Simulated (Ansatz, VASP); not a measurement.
# Two plane-wave programs on FeO

The input INCAR:

```
PREC = Accurate ; ENCUT = 520
EDIFF = 1E-6 ; ISMEAR = -1
SIGMA = 0.05 ; LREAL = False
LASPH = True ; NELM = 150
ALGO = Normal ; ISIF = 2
LWAVE = False ; LCHARG = False
ISPIN = 2 ; MAGMOM = 3 0
LORBIT = 11 ; LMAXMIX = 4
NBANDS = 18
```

The input KPOINTS:

```
regular mesh
0
Gamma
  12 12 12
```

File POSCAR:

```
FeO
1.0
   -1.6335251827      1.6335251827      2.1242534522
    1.6335251827     -1.6335251827      2.1242534522
    1.6335251827      1.6335251827     -2.1242534522
Fe O
1 1
Direct
    0.0000000000      0.0000000000      0.0000000000
    0.5000000000      0.5000000000      0.0000000000
```

Contents of input.yaml:

```yaml
crystal:
  lattice:
    - [-1.6335251827, 1.6335251827, 2.1242534522]
    - [1.6335251827, -1.6335251827, 2.1242534522]
    - [1.6335251827, 1.6335251827, -2.1242534522]
  atoms:
    - { symbol: Fe, position: [0.0, 0.0, 0.0], spin: 3.0 }
    - { symbol: O, position: [0.5, 0.5, 0.0] }
hamiltonian:
  xc: lda
  pseudopotentials: { kind: paw }
magnetization:
  spin_polarized: true
kpoints:
  mp_grid: { grid: [12, 12, 12] }
scf:
  occupations: { method: fermi_dirac, width: 0.05 }
output:
  forces: true
  stress: true
  eigenvalues: true
```

Alike in both runs: task single point; functional LDA; k mesh 12 × 12 × 12; occupations fermi-dirac, width 0.05 eV; collinear spin.

```csv
,VASP,Ansatz
version,VASP 6.6.1,Ansatz 0.2.0
potentials or method,"VASP PAW LDA potentials, release 64 (Fe, O)",Ansatz PAW
plane-wave cutoff (eV),520,420
valence electrons in the cell,14,22
```

Ansatz gave:

- gap on the k mesh at the Fermi level (eV): none
- net moment per atom (μB): 2.00
- size of the moment on the site where the two differ most (μB): 3.40

Q: What did VASP give for the same quantities?

A: gap on the k mesh at the Fermi level (eV): none; net moment per atom (μB): 2.00; size of the moment on the site where the two differ most (μB): 3.58.

LDA's correlation is that of Perdew and Zunger in VASP and of Perdew and Wang (1992) in Ansatz. Site moments also hang on the region over which each program counts them. A gap of «none» marks a metal or a gap that the smearing closes. VASP's potentials hold 14 valence electrons a cell and Ansatz's 22, so a difference there can come from the potentials and not from the codes.
